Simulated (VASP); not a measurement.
# SbAuCl4 (P4/mmm) in VASP: single point with r2SCAN+rVV10

Aim: the single point of SbAuCl4 with r2SCAN+rVV10.

All numbers are computed with VASP 6.6.1; they aren't measurements. Logs are shortened: lines on timing, memory, paths and dates and some standing lists are left out, and cuts for length are marked.

### Step 1. The cell of the first run

It takes space group P4/mmm (No. 123, tetragonal). Conventional cell: a = 4.813 Å, b = 4.813 Å, c = 7.612 Å, α = 90.00°, β = 90.00°, γ = 90.00°. Within 4.8 Å of Sb (site symmetry 4/mmm) lie 16 Cl at 3.69 to 4.50 Å. Au (site symmetry 4/mmm) has 6 Cl at 2.39 to 2.41 Å within 3.2 Å. Within 3.2 Å of Cl (site symmetry 4mm) lie 1 Au at 2.39 Å and 1 Cl at 2.83 Å. Within 3.2 Å of Cl (site symmetry mmm) lie 2 Au at 2.41 Å.

### Step 2. Single point, r2SCAN+rVV10

The input, POSCAR:

```
SbAuCl4
1.0
    4.8129324587      0.0000000000      0.0000000000
    0.0000000000      4.8129324587      0.0000000000
    0.0000000000      0.0000000000      7.6117953903
Sb Au Cl
1 1 4
Direct
    0.0000000000      0.0000000000      0.0000000000
    0.5000000000      0.5000000000      0.5000000000
    0.5000000000      0.5000000000      0.8142430160
    0.5000000000      0.5000000000      0.1857569840
    0.5000000000      0.0000000000      0.5000000000
    0.0000000000      0.5000000000      0.5000000000
```

The input, INCAR.step1:

```
SYSTEM = SbAuCl4
PREC = Accurate
ENCUT = 520
ISMEAR = -1
SIGMA = 0.03
LREAL = .FALSE.
LASPH = .TRUE.
NELM = 80
NBANDS = 31
GGA = PE
ALGO = Normal
EDIFF = 1E-4
LWAVE = .TRUE.
LCHARG = .FALSE.
```

The input, INCAR.step2:

```
SYSTEM = SbAuCl4
PREC = Accurate
ENCUT = 520
EDIFF = 1E-6
ISMEAR = -1
SIGMA = 0.03
LREAL = .FALSE.
LASPH = .TRUE.
NELM = 80
ALGO = Normal
ISIF = 2
LWAVE = .FALSE.
LCHARG = .FALSE.
METAGGA = R2SCAN
LMIXTAU = .TRUE.
LUSE_VDW = .TRUE.
IVDW_NL = 2
BPARAM = 11.95
CPARAM = 0.0093
NBANDS = 31
ISTART = 1
```

The input, KPOINTS:

```
Automatic mesh
0
G
  6 6 4
  0 0 0
```

Potentials or basis: VASP PAW PBE potentials, release 64 (Sb, Au, Cl).

Launch:

```bash
cat potpaw_PBE.64/Sb/POTCAR potpaw_PBE.64/Au/POTCAR potpaw_PBE.64/Cl/POTCAR > POTCAR
cp INCAR.step1 INCAR
mpirun -np 1 vasp_std > vasp.out
cp INCAR.step2 INCAR
mpirun -np 1 vasp_std > vasp.out
```

OUTCAR:

```text
SYSTEM = SbAuCl4
   PREC = Accurate
   ENCUT = 520
   EDIFF = 1E-6
   ISMEAR = -1
   LREAL = .FALSE.
   LASPH = .TRUE.
   NELM = 80
   ISIF = 2
   METAGGA = R2SCAN
   IVDW_NL = 2
   BPARAM = 11.95
   ISTART = 1

 ion  position               nearest neighbor table
   1  0.000  0.000  0.000-
   2  0.500  0.500  0.500-   3 2.39   4 2.39   5 2.41   6 2.41   5 2.41   6 2.41
   3  0.500  0.500  0.814-   2 2.39
   4  0.500  0.500  0.186-   2 2.39
   5  0.500  0.000  0.500-   2 2.41   2 2.41
   6  0.000  0.500  0.500-   2 2.41   2 2.41

  LATTYP: Found a simple tetragonal cell.
 ALAT       =     4.8129324587
 C/A-ratio  =     1.5815296507

  Lattice vectors:

 A1 = (   4.8129324587,   0.0000000000,   0.0000000000)
 A2 = (   0.0000000000,   4.8129324587,   0.0000000000)
 A3 = (   0.0000000000,   0.0000000000,   7.6117953903)

Analysis of symmetry for initial positions (statically):
=====================================================================
 Subroutine PRICEL returns:
 Original cell was already a primitive cell.

 Routine SETGRP: Setting up the symmetry group for a
 simple tetragonal supercell.

 Subroutine GETGRP returns: Found 16 space group operations
 (whereof 16 operations were pure point group operations)
 out of a pool of 16 trial point group operations.

The static configuration has the point symmetry D_4h.

Analysis of symmetry for dynamics (positions and initial velocities):
=====================================================================
 Subroutine PRICEL returns:
 Original cell was already a primitive cell.

 Routine SETGRP: Setting up the symmetry group for a
 simple tetragonal supercell.

 Subroutine GETGRP returns: Found 16 space group operations
 (whereof 16 operations were pure point group operations)
 out of a pool of 16 trial point group operations.

The dynamic configuration has the point symmetry D_4h.

 Subroutine INISYM returns: Found 16 space group operations
 (whereof 16 operations are pure point group operations),
 and found     1 'primitive' translations

----------------------------------------------------------------------------------------

                                     Primitive cell

  volume of cell :     176.3221

  direct lattice vectors                    reciprocal lattice vectors
     4.812932459  0.000000000  0.000000000     0.207773537  0.000000000  0.000000000
     0.000000000  4.812932459  0.000000000     0.000000000  0.207773537  0.000000000
     0.000000000  0.000000000  7.611795390     0.000000000  0.000000000  0.131375050

  length of vectors
     4.812932459  4.812932459  7.611795390     0.207773537  0.207773537  0.131375050

  position of ions in fractional coordinates (direct lattice)
     0.000000000  0.000000000  0.000000000
     0.500000000  0.500000000  0.500000000
     0.500000000  0.500000000  0.814243016
     0.500000000  0.500000000  0.185756984
     0.500000000  0.000000000  0.500000000
     0.000000000  0.500000000  0.500000000

  ion indices of the primitive-cell ions
   primitive index   ion index
                 1           1
                 2           2
                 3           3
                 4           4
                 5           5
                 6           6

----------------------------------------------------------------------------------------

 KPOINTS: Automatic mesh

Automatic generation of k-mesh.
 Grid dimensions read from file:
 generate k-points for:    6    6    4

 Generating k-lattice:

  Cartesian coordinates                     Fractional coordinates (reciprocal lattice)
     0.034628923  0.000000000  0.000000000     0.166666667  0.000000000  0.000000000
     0.000000000  0.034628923  0.000000000     0.000000000  0.166666667  0.000000000
     0.000000000  0.000000000  0.032843763     0.000000000  0.000000000  0.250000000

  Length of vectors
     0.034628923  0.034628923  0.032843763

  Shift w.r.t. Gamma in fractional coordinates (k-lattice)
     0.000000000  0.000000000  0.000000000

 Subroutine IBZKPT returns following result:
 ===========================================

 Found     30 irreducible k-points:

 Following reciprocal coordinates:
            Coordinates               Weight
  0.000000  0.000000  0.000000      1.000000
  0.166667  0.000000  0.000000      4.000000
  0.333333  0.000000  0.000000      4.000000
  0.500000  0.000000  0.000000      2.000000
  0.166667  0.166667  0.000000      4.000000
  0.333333  0.166667  0.000000      8.000000
[... 16 lines left out ...]
  0.333333  0.000000  0.500000      4.000000
  0.500000  0.000000  0.500000      2.000000
 [... further k-points ...]
   k-points           NKPTS =     30   k-points in BZ     NKDIM =     30   number of bands    NBANDS=     31
   number of dos      NEDOS =    301   number of ions     NIONS =      6
   total plane-waves  NPLWV =  77760
   dimension x,y,z NGX =    36 NGY =   36 NGZ =   60
   dimension x,y,z NGXF=    72 NGYF=   72 NGZF=  120
   ions per type =               1   1   4
   NGX,Y,Z   is equivalent  to a cutoff of  12.43, 12.43, 13.10 a.u.
   NGXF,Y,Z  is equivalent  to a cutoff of  24.87, 24.87, 26.21 a.u.
 SYSTEM =  SbAuCl4
   PREC   = accura    normal or accurate (medium, high low for compatibility)
   ISTART =      1    job   : 0-new  1-cont  2-samecut
   ICHARG =      0    charge: 1-file 2-atom 10-const
   ISPIN  =      1    spin polarized calculation?
   LNONCOLLINEAR =      F non collinear calculations
   LSORBIT =      F    spin-orbit coupling
   LASPH  =      T    aspherical Exc in radial PAW
   ENCUT  =  520.0 eV  38.22 Ry    6.18 a.u.   8.95  8.95 14.15*2*pi/ulx,y,z
   NELM   =     80;   NELMIN=  2; NELMDL=  0     # of ELM steps
   EDIFF  = 0.1E-05   stopping-criterion for ELM
   LREAL  =      F    real-space projection
   EDIFFG = 0.1E-04   stopping-criterion for IOM
   NSW    =      0    number of steps for IOM
   IBRION =     -1    ionic relax: 0-MD 1-quasi-New 2-CG
   NFREE  =      0    steps in history (QN), initial steepest desc. (CG)
   ISIF   =      2    stress and relaxation
   ISYM   =      2    0-nonsym 1-usesym 2-fastsym
   POTIM  = 0.5000    time-step for ionic-motion
   TEBEG  =    0.0;   TEEND  =   0.0 temperature during run
   PSTRESS=    0.0 pullay stress
   NELECT =      44.0000    total number of electrons
   NUPDOWN=      -1.0000    fix difference up-down
   EMIN   =  10.00;   EMAX   =-10.00  energy-range for DOS
   EFERMI =   0.00;   METHOD = LEGACY
   ISMEAR =    -1;   SIGMA  =   0.03  broadening in eV -4-tet -1-fermi 0-gaus
   EFERMI_NEDOS =   21; number of points for ismear=-14 and -15
   IALGO  =     38    algorithm
   IMIX   =      4    mixing-type and parameters
     AMIX     =   0.40;   BMIX     =  1.00
     AMIX_MAG =   1.60;   BMIX_MAG =  1.00
  volume/ion in A,a.u.               =      29.39       198.31
  Fermi-wavevector in a.u.,A,eV,Ry     =   1.030679  1.947701 14.453464  1.062300
  Thomas-Fermi vector in A             =   2.164789
   LORBIT       =      0    0 simple, 1 ext, 2 COOP (PROOUT), +10 PAW based schemes
   METAGGA = R2SCAN    functional components
   LHFCALC =     F    Hartree Fock is set to
   AEXX    =    0.0000 exact exchange contribution
   IVDW_NL    =     2    kernel type
   BPARAM     =11.9500
   IVDW    =     0    specifies the selected vdW correction
   LEPSILON=     F    determine dielectric tensor
   LRPA    =     F    only Hartree local field effects (RPA)
 non-spin polarized calculation
  energy-cutoff  :      520.00
  volume of cell :      176.32
 maximum number of plane-waves:      4784
 NGX is ok and might be reduce to    36
   NGX = 17   NGY = 17   NGZ = 29

 number of electron      44.0000000 magnetization

 Free energy of the ion-electron system (eV)
  ---------------------------------------------------
  ext. energy  EPLUGINS =         0.00000000
  ---------------------------------------------------
  free energy    TOTEN  =       -98.22970505 eV

  energy without entropy =      -98.20712685  energy(sigma->0) =      -98.21841595

 E-fermi :   1.8779     XC(G=0):  -8.8483

 val. band max:        1.8734614670   @ k =   0.5000   0.3333   0.5000
 cond. band min:       1.8906027908   @ k =   0.3333   0.3333   0.5000
 fundamental gap:      0.0171413237
 Fermi energy:         1.8778599771

 k-point     1 :       0.0000    0.0000    0.0000
  band No.  band energies     occupation
      1     -14.5716      2.00000
      2     -13.8754      2.00000
      3     -13.5550      2.00000
      4     -13.4926      2.00000
      5      -7.2448      2.00000
      6      -4.9657      2.00000
[... 23 lines left out ...]
     30      10.8367      0.00000
     31      11.2101      0.00000

 k-point     2 :       0.1667    0.0000    0.0000
  band No.  band energies     occupation
      1     -14.5244      2.00000
      2     -13.8432      2.00000
      3     -13.5509      2.00000
      4     -13.4897      2.00000
      5      -7.2415      2.00000
      6      -4.9961      2.00000
[... 23 lines left out ...]
     30      10.3972      0.00000
     31      10.7720      0.00000

 k-point     3 :       0.3333    0.0000    0.0000
  band No.  band energies     occupation
      1     -14.4350      2.00000
      2     -13.7648      2.00000
      3     -13.5425      2.00000
      4     -13.4839      2.00000
      5      -7.2333      2.00000
      6      -5.1752      2.00000
[... 23 lines left out ...]
     30      10.0427      0.00000
     31      10.2190      0.00000

 k-point     4 :       0.5000    0.0000    0.0000
  band No.  band energies     occupation
      1     -14.3937      2.00000
      2     -13.7170      2.00000
      3     -13.5384      2.00000
      4     -13.4809      2.00000
      5      -7.2272      2.00000
      6      -5.6380      2.00000
[... 23 lines left out ...]
     30       9.9984      0.00000
     31      10.5807      0.00000

 k-point     5 :       0.1667    0.1667    0.0000
  band No.  band energies     occupation
      1     -14.4799      2.00000
      2     -13.8069      2.00000
      3     -13.5469      2.00000
      4     -13.4865      2.00000
      5      -7.2282      2.00000
      6      -5.0147      2.00000
[... 23 lines left out ...]
     30       9.9046      0.00000
     31      10.7859      0.00000
[... 542 lines left out ...]
     30      10.1074      0.00000
     31      10.4120      0.00000

 k-point    22 :       0.1667    0.0000    0.5000
  band No.  band energies     occupation
      1     -14.3014      2.00000
      2     -14.1223      2.00000
      3     -13.5404      2.00000
      4     -13.4896      2.00000
      5      -7.2120      2.00000
      6      -4.0950      2.00000
[... 23 lines left out ...]
     30       9.8041      0.00000
     31      10.0888      0.00000

 k-point    23 :       0.3333    0.0000    0.5000
  band No.  band energies     occupation
      1     -14.1522      2.00000
      2     -14.1074      2.00000
      3     -13.5299      2.00000
      4     -13.4837      2.00000
      5      -7.2290      2.00000
      6      -5.1699      2.00000
[... 23 lines left out ...]
     30      10.5109      0.00000
     31      10.7596      0.00000

 k-point    24 :       0.5000    0.0000    0.5000
  band No.  band energies     occupation
      1     -14.0998      2.00000
      2     -14.0735      2.00000
      3     -13.5237      2.00000
      4     -13.4806      2.00000
      5      -7.2386      2.00000
      6      -5.6228      2.00000
[... 23 lines left out ...]
     30      10.5963      0.00000
     31      10.8380      0.00000

 [... further k-points ...]

------------------------ aborting loop because EDIFF is reached ----------------------------------------

  FORCE on cell =-STRESS in cart. coord.  units (eV):
  Direction    XX          YY          ZZ          XY          YZ          ZX
  --------------------------------------------------------------------------------------
  -------------------------------------------------------------------------------------
  Total       -0.0035362     -0.0035362     -0.0626356      0.0000000      0.0000000      0.0000000
  in kB       -0.0321319     -0.0321319     -0.5691484      0.0000000      0.0000000      0.0000000
  external PRESSURE =      -0.2111374 kB  Pullay stress =       0.0000000 kB

 VOLUME and BASIS-vectors are now :
 -----------------------------------------------------------------------------
  energy-cutoff  :      520.00
  volume of cell :      176.32
      direct lattice vectors                 reciprocal lattice vectors
     4.812932459  0.000000000  0.000000000     0.207773537  0.000000000  0.000000000
     0.000000000  4.812932459  0.000000000     0.000000000  0.207773537  0.000000000
     0.000000000  0.000000000  7.611795390     0.000000000  0.000000000  0.131375050

 POSITION                                       TOTAL-FORCE (eV/Angst)
 -----------------------------------------------------------------------------------
      0.00000      0.00000      0.00000         0.000000     -0.000000      0.000000
      2.40647      2.40647      3.80590         0.000000     -0.000000      0.000000
      2.40647      2.40647      6.19785         0.000000      0.000000     -0.007793
      2.40647      2.40647      1.41394         0.000000      0.000000      0.007793
      2.40647      0.00000      3.80590         0.000000     -0.000000      0.000000
      0.00000      2.40647      3.80590         0.000000     -0.000000      0.000000
 -----------------------------------------------------------------------------------
    total drift:                                0.000000      0.000000      0.000000

  FREE ENERGIE OF THE ION-ELECTRON SYSTEM (eV)
  ---------------------------------------------------
  free  energy   TOTEN  =       -98.2297050490 eV

  energy  without entropy=      -98.2071268481  energy(sigma->0) =      -98.21841595
```

Run time: 15 min. Hardware: 1 thread of Oxide Virtual Turin-like, shared host; peak memory 0.64 GiB.

Results:

| Property | Result |
| --- | --- |
| Free energy | -98.2297 eV |
| Pressure | 0.0 GPa |
| Largest force | 0.008 eV/Å |
| Band gap on the k mesh | zero (band 22 reaches 2.27 eV, above the bottom of band 23 at 1.45 eV) |

Forces in eV/Å, atoms in the order of the input:
```
Sb   0.000  0.000  0.000
Au   0.000  0.000  0.000
Cl   0.000  0.000 -0.008
Cl   0.000  0.000  0.008
Cl   0.000  0.000  0.000
Cl   0.000  0.000  0.000
```

Levels at points of the mesh, in eV from the Fermi level:
```csv
k point,band 18,band 19,band 20,band 21,band 22,band 23,band 24,band 25,band 26,band 27
"(0.00, 0.00, 0.00)",-2.08,-2.08,-1.96,-1.95,-1.95,-0.06,0.64,0.64,2.90,5.47
"(0.50, 0.00, 0.00)",-2.05,-1.90,-1.48,-1.43,-0.81,0.14,0.29,0.41,6.24,6.78
"(0.50, 0.50, 0.00)",-1.47,-1.47,-1.14,-0.28,-0.16,0.25,0.25,2.12,7.45,7.45
"(0.00, 0.00, 0.50)",-2.42,-2.23,-1.94,-1.94,-1.46,-0.43,0.68,0.68,4.29,5.74
"(0.50, 0.00, 0.50)",-2.43,-2.37,-1.54,-1.42,-0.46,0.11,0.24,1.55,6.51,6.96
"(0.50, 0.50, 0.50)",-1.52,-1.52,-1.14,-0.09,0.39,0.39,1.42,2.12,6.66,7.43
```

Caveat: the PAW data sets were made with another functional, which shifts forces and pressure a little; spin-orbit coupling is left out, which moves the levels of the heavy elements.
